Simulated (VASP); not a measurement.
# LiIn4 (P-3m1) in VASP: single point with PBE

Aim: the single point of LiIn4 with PBE.

All numbers are computed with VASP 6.6.1; they aren't measurements. Logs are shortened: lines on timing, memory, paths and dates and some standing lists are left out, and cuts for length are marked.

**1. The cell of the first run**

Symmetry: P-3m1, No. 164, trigonal system. The conventional cell has a = 3.385 Å, b = 3.385 Å, c = 12.742 Å, α = 90.00°, β = 90.00°, γ = 120.00°. Within 4.0 Å of Li (site symmetry -3m) lie 6 In at 3.02 Å and 6 Li at 3.39 Å. Within 4.4 Å of In (site symmetry 3m) lie 12 In at 3.33 to 3.39 Å. Within 4.0 Å of In (site symmetry 3m) lie 3 Li at 3.02 Å and 9 In at 3.33 to 3.39 Å.

The cell was built from a structure type or drawn by symmetry, and may not be a known phase.

**2. Single point, PBE**

INCAR reads:

```
ALGO = Normal
EDIFF = 1E-6
ENCUT = 750
GGA = PE
GGA_COMPAT = F
ISIF = 2
ISMEAR = 0
LASPH = T
LCHARG = T
LELF = T
LREAL = F
LVHAR = T
LWAVE = F
NBANDS = 36
NELM = 120
PREC = Accurate
SIGMA = 0.1
```

KPOINTS reads:

```
k-points
0
Gamma
  6 6 2
```

POSCAR reads:

```
LiIn4
1.0
    3.3852718000      0.0000000000      0.0000000000
   -1.6926359000      2.9317314000      0.0000000000
    0.0000000000      0.0000000000     12.7415622000
Li In
1 4
Direct
    0.0000000000      0.0000000000      0.5000000000
    0.3333333000      0.6666667000      0.8930390000
    0.6666667000      0.3333333000      0.1069610000
    0.3333333000      0.6666667000      0.3188020000
    0.6666667000      0.3333333000      0.6811980000
```

Potentials or basis: VASP PAW PBE potentials, release 64 (Li_sv, In_d).

The run is started by

```sh
$ cat potpaw_PBE.64/Li_sv/POTCAR potpaw_PBE.64/In_d/POTCAR > POTCAR
$ mpirun -np 1 vasp_std > vasp.out
```

OUTCAR:

```text
EDIFF = 1E-6
   ENCUT = 750
   GGA = PE
   ISIF = 2
   ISMEAR = 0
   LASPH = T
   LREAL = F
   NELM = 120
   PREC = Accurate

 ion  position               nearest neighbor table
   1  0.000  0.000  0.500-   4 3.02   5 3.02   5 3.02   4 3.02   5 3.02   4 3.02
   2  0.333  0.667  0.893-   5 3.33   5 3.33   5 3.33   3 3.35   3 3.35   3 3.35
   3  0.667  0.333  0.107-   4 3.33   4 3.33   4 3.33   2 3.35   2 3.35   2 3.35
   4  0.333  0.667  0.319-   1 3.02   1 3.02   1 3.02   3 3.33   3 3.33   3 3.33
   5  0.667  0.333  0.681-   1 3.02   1 3.02   1 3.02   2 3.33   2 3.33   2 3.33

  LATTYP: Found a hexagonal cell.
 ALAT       =     3.3852718000
 C/A-ratio  =     3.7638225090

  Lattice vectors:

 A1 = (   3.3852718000,   0.0000000000,   0.0000000000)
 A2 = (  -1.6926359000,   2.9317314000,   0.0000000000)
 A3 = (   0.0000000000,   0.0000000000,  12.7415622000)

Analysis of symmetry for initial positions (statically):
=====================================================================
 Subroutine PRICEL returns:
 Original cell was already a primitive cell.

 Routine SETGRP: Setting up the symmetry group for a
 hexagonal supercell.

 Subroutine GETGRP returns: Found 12 space group operations
 (whereof 12 operations were pure point group operations)
 out of a pool of 24 trial point group operations.

The static configuration has the point symmetry D_3d.

Analysis of symmetry for dynamics (positions and initial velocities):
=====================================================================
 Subroutine PRICEL returns:
 Original cell was already a primitive cell.

 Routine SETGRP: Setting up the symmetry group for a
 hexagonal supercell.

 Subroutine GETGRP returns: Found 12 space group operations
 (whereof 12 operations were pure point group operations)
 out of a pool of 24 trial point group operations.

The dynamic configuration has the point symmetry D_3d.

 Subroutine INISYM returns: Found 12 space group operations
 (whereof 12 operations are pure point group operations),
 and found     1 'primitive' translations

----------------------------------------------------------------------------------------

                                     Primitive cell

  volume of cell :     126.4563

  direct lattice vectors                    reciprocal lattice vectors
     3.385271800  0.000000000  0.000000000     0.295397256  0.170547684  0.000000000
    -1.692635900  2.931731400  0.000000000     0.000000000  0.341095368  0.000000000
     0.000000000  0.000000000 12.741562200     0.000000000  0.000000000  0.078483312

  length of vectors
     3.385271800  3.385271819 12.741562200     0.341095370  0.341095368  0.078483312

  position of ions in fractional coordinates (direct lattice)
     0.000000000  0.000000000  0.500000000
     0.333333300  0.666666700  0.893039000
     0.666666700  0.333333300  0.106961000
     0.333333300  0.666666700  0.318802000
     0.666666700  0.333333300  0.681198000

  ion indices of the primitive-cell ions
   primitive index   ion index
                 1           1
                 2           2
                 3           3
                 4           4
                 5           5

----------------------------------------------------------------------------------------

 KPOINTS: k-points

Automatic generation of k-mesh.
 Grid dimensions read from file:
 generate k-points for:    6    6    2

 Generating k-lattice:

  Cartesian coordinates                     Fractional coordinates (reciprocal lattice)
     0.049232876  0.028424614  0.000000000     0.166666667  0.000000000  0.000000000
     0.000000000  0.056849228  0.000000000     0.000000000  0.166666667  0.000000000
     0.000000000  0.000000000  0.039241656     0.000000000  0.000000000  0.500000000

  Length of vectors
     0.056849228  0.056849228  0.039241656

  Shift w.r.t. Gamma in fractional coordinates (k-lattice)
     0.000000000  0.000000000  0.000000000

 Subroutine IBZKPT returns following result:
 ===========================================

 Found     14 irreducible k-points:

 Following reciprocal coordinates:
            Coordinates               Weight
  0.000000  0.000000  0.000000      1.000000
  0.166667  0.000000  0.000000      6.000000
  0.333333  0.000000  0.000000      6.000000
  0.500000 -0.000000  0.000000      3.000000
  0.166667  0.166667  0.000000      6.000000
  0.333333  0.166667  0.000000     12.000000
  0.333333  0.333333  0.000000      2.000000
  0.000000  0.000000  0.500000      1.000000
  0.166667  0.000000  0.500000      6.000000
  0.333333  0.000000  0.500000      6.000000
  0.500000 -0.000000  0.500000      3.000000
  0.166667  0.166667  0.500000      6.000000
  0.333333  0.166667  0.500000     12.000000
  0.333333  0.333333  0.500000      2.000000
   k-points           NKPTS =     14   k-points in BZ     NKDIM =     14   number of bands    NBANDS=     36
   number of dos      NEDOS =    301   number of ions     NIONS =      5
   total plane-waves  NPLWV = 108000
   dimension x,y,z NGX =    30 NGY =   30 NGZ =  120
   dimension x,y,z NGXF=    60 NGYF=   60 NGZF=  240
   ions per type =               1   4
   NGX,Y,Z   is equivalent  to a cutoff of  14.73, 14.73, 15.66 a.u.
   NGXF,Y,Z  is equivalent  to a cutoff of  29.47, 29.47, 31.31 a.u.
 SYSTEM =  unknown system
   PREC   = accura    normal or accurate (medium, high low for compatibility)
   ISTART =      0    job   : 0-new  1-cont  2-samecut
   ICHARG =      2    charge: 1-file 2-atom 10-const
   ISPIN  =      1    spin polarized calculation?
   LNONCOLLINEAR =      F non collinear calculations
   LSORBIT =      F    spin-orbit coupling
   LASPH  =      T    aspherical Exc in radial PAW
   ENCUT  =  750.0 eV  55.12 Ry    7.42 a.u.   7.56  7.56 28.45*2*pi/ulx,y,z
   NELM   =    120;   NELMIN=  2; NELMDL= -5     # of ELM steps
   EDIFF  = 0.1E-05   stopping-criterion for ELM
   LREAL  =      F    real-space projection
   EDIFFG = 0.1E-04   stopping-criterion for IOM
   NSW    =      0    number of steps for IOM
   IBRION =     -1    ionic relax: 0-MD 1-quasi-New 2-CG
   NFREE  =      0    steps in history (QN), initial steepest desc. (CG)
   ISIF   =      2    stress and relaxation
   ISYM   =      2    0-nonsym 1-usesym 2-fastsym
   POTIM  = 0.5000    time-step for ionic-motion
   TEBEG  =    0.0;   TEEND  =   0.0 temperature during run
   PSTRESS=    0.0 pullay stress
   NELECT =      55.0000    total number of electrons
   NUPDOWN=      -1.0000    fix difference up-down
   EMIN   =  10.00;   EMAX   =-10.00  energy-range for DOS
   EFERMI =   0.00;   METHOD = LEGACY
   ISMEAR =     0;   SIGMA  =   0.10  broadening in eV -4-tet -1-fermi 0-gaus
   EFERMI_NEDOS =   21; number of points for ismear=-14 and -15
   IALGO  =     38    algorithm
   IMIX   =      4    mixing-type and parameters
     AMIX     =   0.40;   BMIX     =  1.00
     AMIX_MAG =   1.60;   BMIX_MAG =  1.00
  volume/ion in A,a.u.               =      25.29       170.67
  Fermi-wavevector in a.u.,A,eV,Ry     =   1.240363  2.343947 20.932580  1.538501
  Thomas-Fermi vector in A             =   2.374807
   LORBIT       =      0    0 simple, 1 ext, 2 COOP (PROOUT), +10 PAW based schemes
   GGA     = PE    functional components
   LHFCALC =     F    Hartree Fock is set to
   AEXX    =    0.0000 exact exchange contribution
   IVDW    =     0    specifies the selected vdW correction
   LEPSILON=     F    determine dielectric tensor
   LRPA    =     F    only Hartree local field effects (RPA)
 non-spin polarized calculation
 Gauss-broadening in eV      SIGMA  =   0.10
  energy-cutoff  :      750.00
  volume of cell :      126.46
 maximum number of plane-waves:      5938
   NGX = 15   NGY = 15   NGZ = 57

 number of electron      55.0000003 magnetization

 Free energy of the ion-electron system (eV)
  ---------------------------------------------------
  ext. energy  EPLUGINS =         0.00000000
  ---------------------------------------------------
  free energy    TOTEN  =       -12.56762557 eV

  energy without entropy =      -12.55267717  energy(sigma->0) =      -12.56015137

 E-fermi :   6.2012     XC(G=0):  -9.6817

 val. band max:        6.0810772237   @ k =   0.3333   0.1667   0.5000
 cond. band min:       6.2276901728   @ k =   0.3333   0.1667   0.0000
 fundamental gap:      0.1466129491
 Fermi energy:         6.2011972615

 k-point     1 :       0.0000    0.0000    0.0000
  band No.  band energies     occupation
      1     -40.5195      2.00000
      2      -8.3855      2.00000
      3      -8.3558      2.00000
      4      -8.3427      2.00000
      5      -8.3427      2.00000
      6      -8.3305      2.00000
[... 28 lines left out ...]
     35      15.4709      0.00000
     36      15.4715      0.00000

 k-point     2 :       0.1667    0.0000    0.0000
  band No.  band energies     occupation
      1     -40.5186      2.00000
      2      -8.4013      2.00000
      3      -8.3731      2.00000
      4      -8.3379      2.00000
      5      -8.3264      2.00000
      6      -8.3108      2.00000
[... 28 lines left out ...]
     35      13.6282      0.00000
     36      13.7941      0.00000

 k-point     3 :       0.3333    0.0000    0.0000
  band No.  band energies     occupation
      1     -40.5168      2.00000
      2      -8.4702      2.00000
      3      -8.4244      2.00000
      4      -8.3844      2.00000
      5      -8.3693      2.00000
      6      -8.3437      2.00000
[... 28 lines left out ...]
     35      11.7347      0.00000
     36      12.2630      0.00000
[... 352 lines left out ...]
 k-point    13 :       0.3333    0.1667    0.5000
  band No.  band energies     occupation
      1     -40.5159      2.00000
      2      -8.4261      2.00000
      3      -8.4149      2.00000
      4      -8.3902      2.00000
      5      -8.3590      2.00000
      6      -8.3401      2.00000
[... 28 lines left out ...]
     35      10.1807      0.00000
     36      11.0623      0.00000

 k-point    14 :       0.3333    0.3333    0.5000
  band No.  band energies     occupation
      1     -40.5154      2.00000
      2      -8.4224      2.00000
      3      -8.3647      2.00000
      4      -8.3647      2.00000
      5      -8.3164      2.00000
      6      -8.3030      2.00000
[... 28 lines left out ...]
     35       9.5122      0.00000
     36      10.1828      0.00000

------------------------ aborting loop because EDIFF is reached ----------------------------------------

  FORCE on cell =-STRESS in cart. coord.  units (eV):
  Direction    XX          YY          ZZ          XY          YZ          ZX
  --------------------------------------------------------------------------------------
  -------------------------------------------------------------------------------------
  Total        0.0245580      0.0245580      0.0311136      0.0000000     -0.0000000     -0.0000000
  in kB        0.3111448      0.3111448      0.3942029      0.0000000     -0.0000000     -0.0000000
  external PRESSURE =       0.3388309 kB  Pullay stress =       0.0000000 kB

 VOLUME and BASIS-vectors are now :
 -----------------------------------------------------------------------------
  energy-cutoff  :      750.00
  volume of cell :      126.46
      direct lattice vectors                 reciprocal lattice vectors
     3.385271800  0.000000000  0.000000000     0.295397256  0.170547684  0.000000000
    -1.692635900  2.931731400  0.000000000     0.000000000  0.341095368  0.000000000
     0.000000000  0.000000000 12.741562200     0.000000000  0.000000000  0.078483312

 POSITION                                       TOTAL-FORCE (eV/Angst)
 -----------------------------------------------------------------------------------
      0.00000      0.00000      6.37078        -0.000000      0.000000     -0.000000
     -0.00000      1.95449     11.37871         0.000000     -0.000000      0.119684
      1.69264      0.97724      1.36285        -0.000000      0.000000     -0.119684
     -0.00000      1.95449      4.06204        -0.000000     -0.000000      0.073044
      1.69264      0.97724      8.67953         0.000000      0.000000     -0.073044
 -----------------------------------------------------------------------------------
    total drift:                               -0.000000     -0.000000     -0.000000

  FREE ENERGIE OF THE ION-ELECTRON SYSTEM (eV)
  ---------------------------------------------------
  free  energy   TOTEN  =       -12.5676255733 eV

  energy  without entropy=      -12.5526771695  energy(sigma->0) =      -12.56015137
```

It took 79 s on 1 thread of Intel Xeon 6975P-C (Granite Rapids), shared host; peak memory 0.35 GiB.

Results:

```yaml
Free_energy: -12.5676 eV
Pressure: 0.0 GPa
Largest_force: 0.120 eV/Å
Band_gap_on_the_k_mesh: zero (an odd number of electrons rules out a gap without spin polarisation)
```

Forces in eV/Å, atoms in the order of the input:
```
Li   0.000  0.000  0.000
In   0.000  0.000  0.120
In   0.000  0.000 -0.120
In   0.000  0.000  0.073
In   0.000  0.000 -0.073
```

Levels at points of the mesh, in eV from the Fermi level:
```
           k point  band 25  band 26  band 27  band 28  band 29  band 30
(0.00, 0.00, 0.00)    -5.32    -3.26     0.14     1.40     7.02     7.56
(0.50, 0.00, 0.00)    -3.43    -2.72    -2.03    -0.81    -0.46     0.31
(0.00, 0.00, 0.50)    -5.72    -2.41    -1.32     3.38     4.37     8.13
(0.50, 0.00, 0.50)    -3.35    -2.38    -1.93    -1.58    -0.63     1.83
```

Caveat: spin-orbit coupling is left out, which moves the levels of the heavy elements.
